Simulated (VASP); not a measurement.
Here is a VASP 6.6.1 calculation.

Contents of INCAR:

```
PREC = Accurate
ENCUT = 400
EDIFF = 1E-6
ISMEAR = -1
SIGMA = 0.05
LREAL = Auto
LASPH = T
NELM = 120
ALGO = Normal
ISIF = 2
LWAVE = F
LCHARG = F
GGA = PE
ISYM = -1
NBANDS = 65
GGA_COMPAT = F
```

KPOINTS

```
explicit points
1
Reciprocal
  0.25000000   0.25000000   0.25000000 1
```

Contents of POSCAR:

```
Ti4Be3Al6Ni3
1.0
    5.9660070000     -0.0851050000      0.0886860000
   -0.0851050000      6.3201460000     -0.0851570000
    0.0886860000     -0.0851570000      6.0902670000
Al Ti Be Ni
6 4 3 3
Direct
    0.0313024691      0.8114914109      0.4219406281
    0.8781410133      0.1566531367      0.6829210111
    0.1135337022      0.8836937101      0.9070303248
    0.7007431061      0.5326648115      0.5748163478
    0.8546770317      0.5425856179      1.0185778516
    0.5018949263      0.2378074220      0.8926319508
    0.5008754875      0.8869636279      0.5692147024
    0.8134818970      0.1505908412      0.2254509382
    0.2485110267      0.5110504687      0.6852877018
    0.3979929504      0.6201499600      0.1632290846
    0.1416094927      0.2900014226      0.0305160466
    0.4506009949      0.2875718634      0.3500565340
    0.6716730088      0.8677919339      0.9658746596
    0.3543498488      0.0023613849      0.1929536452
    0.2287451897      0.1295006102      0.5860986698
    0.0369766485      0.4267250479      0.3728490580
```

Potentials or basis: VASP PAW PBE potentials, release 64 (Al, Ti_sv, Be, Ni).

Run with:

```console
$ cat potpaw_PBE.64/Al/POTCAR potpaw_PBE.64/Ti_sv/POTCAR potpaw_PBE.64/Be/POTCAR potpaw_PBE.64/Ni/POTCAR > POTCAR
$ mpirun -np 1 vasp_std > vasp.out
```

Q: Estimate the largest force.

A: 1.639 eV/Å.

Q: Estimate the pressure.

A: -0.2 GPa.

Forces on the atoms (eV/Å):
```
Al   0.104 -0.055  0.126
Al  -1.408  0.248  0.802
Al  -0.019  0.185 -0.076
Al   0.489 -0.624 -0.475
Al   0.326  0.009  0.554
Al  -0.033 -0.264  0.296
Ti   0.022  0.751 -0.244
Ti   0.467 -0.932 -0.625
Ti  -0.417  0.576  0.010
Ti   0.106 -0.390  0.027
Be   0.180  0.025  0.006
Be  -0.394  0.032  0.493
Be  -0.315  0.364 -0.431
Ni  -0.081  0.344 -0.154
Ni   0.668  0.221 -0.222
Ni   0.305 -0.489 -0.087
```

Caveat: the atoms stand as in a frame of molecular dynamics. Spin polarisation is off, so any magnetic state and its effect on volume and gap are missing.
